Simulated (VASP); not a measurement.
Wanted: the native input for a VASP 6.6.1 run.

```
Task                   : electric field gradients
Functional             : PBE
Potentials or basis    : VASP PAW PBE potentials, release 64 (Ba_sv, Ti_sv, O)
Cutoff                 : 520 eV
k mesh                 : 8 × 8 × 8
Occupations            : fermi-dirac, width 0.05 eV
Spin                   : no spin polarisation
Dipole correction      : no
Further INCAR settings : ALGO = Normal; EDIFF = 1e-08; NBANDS = 28
```

The structure of BaTiO3 lies in POSCAR:

```
BaTiO3
1.0
    3.9573602681      0.0000000000      0.0000000000
    0.0000000000      2.8180088222      2.8267000956
    0.0000000000     -2.8180088222      2.8267000956
Ba Ti O
1 1 3
Direct
    0.0000000000      0.0000000000      0.0000000000
    0.5000000000      0.5079000000      0.5079000000
    0.0000000000      0.4921000000      0.4921000000
    0.5000000000      0.5025100000      0.9937100000
    0.5000000000      0.9937100000      0.5025100000
```

This cell differs from its parent crystal: volume scaled by 0.98.

One way to write it, as run:

INCAR

```
SYSTEM = BaTiO3
ALGO = Normal
EDIFF = 1E-8
ENCUT = 520
GGA = PE
ISIF = 2
ISMEAR = -1
LASPH = .True.
LCHARG = .False.
LEFG = .True.
LREAL = .False.
LWAVE = .False.
NBANDS = 28
NELM = 60
PREC = Accurate
SIGMA = 0.05
```

KPOINTS

```
k-points
0
Gamma
  8 8 8
  0 0 0
```

Potentials or basis: VASP PAW PBE potentials, release 64 (Ba_sv, Ti_sv, O).

Launch:

```console
$ cat potpaw_PBE.64/Ba_sv/POTCAR potpaw_PBE.64/Ti_sv/POTCAR potpaw_PBE.64/O/POTCAR > POTCAR
$ mpirun -np 1 vasp_std > vasp.out
```

It gave:

```json
{"Pressure": "7.4 GPa", "Largest force": "0.152 eV/Å", "Band gap on the k mesh": "1.83 eV, indirect (least direct gap 1.99 eV)"}
```

Caveat: without QUAD_EFG the Cq values of the log hold for a quadrupole moment of 1 mb, not for the nuclei; spin-orbit coupling is left out, which moves the levels of the heavy elements.

Wall time 2.3 min on 1 thread of Intel(R) Xeon(R) Platinum 8488C (Sapphire Rapids) (shared host), peak memory 0.3 GiB.
